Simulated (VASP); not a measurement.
## BaZrO3: single point with r2SCAN

BaZrO3:

```
CELL_PARAMETERS angstrom
4.20536 0.00000 0.00000
0.00000 4.20536 0.00000
0.00000 0.00000 4.20536
ATOMIC_POSITIONS crystal
Ba 0.00000 0.00000 0.00000
Zr 0.50000 0.50000 0.50000
O 0.50000 0.50000 0.00000
O 0.50000 0.00000 0.50000
O 0.00000 0.50000 0.50000
```

* Program: VASP 6.6.1
* Task: single point
* Functional: r2SCAN
* Potentials or basis: VASP PAW PBE potentials, release 64 (Ba_sv, Zr_sv, O_h)
* Cutoff: 1480 eV
* k mesh: 6 × 6 × 6
* Occupations: gaussian, width 0.01 eV
* Spin: no spin polarisation
* Dipole correction: no
* Further INCAR settings: ALGO = Normal; EDIFF = 1e-06; NBANDS = 28

```yaml
Pressure: 0.9 GPa
Band_gap_on_the_k_mesh: 3.69 eV (least direct gap 3.94 eV)
```

Levels at points of the mesh, in eV from the valence-band top:
| k point | band 17 | band 18 | band 19 | band 20 | band 21 | band 22 | band 23 | band 24 |
| --- | --- | --- | --- | --- | --- | --- | --- | --- |
| (0.00, 0.00, 0.00) | -1.00 | -0.25 | -0.25 | -0.25 | 3.69 | 3.69 | 3.69 | 5.16 |
| (0.50, 0.00, 0.00) | -1.71 | -1.66 | -0.49 | -0.49 | 4.12 | 6.16 | 6.16 | 6.93 |
| (0.50, 0.50, 0.00) | -0.94 | -0.94 | -0.84 | -0.07 | 6.13 | 6.13 | 6.94 | 7.08 |
| (0.50, 0.50, 0.50) | -2.55 | 0.00 | 0.00 | 0.00 | 6.59 | 6.59 | 6.59 | 7.46 |

Wall time 12 min on 1 thread of Intel(R) Xeon(R) Platinum 8488C (Sapphire Rapids), with other jobs on the host, peak memory 0.57 GiB.

Caveat: the PAW data sets were made with another functional, which shifts forces and pressure a little; spin-orbit coupling is left out, which moves the levels of the heavy elements. A k mesh can miss the band edges.
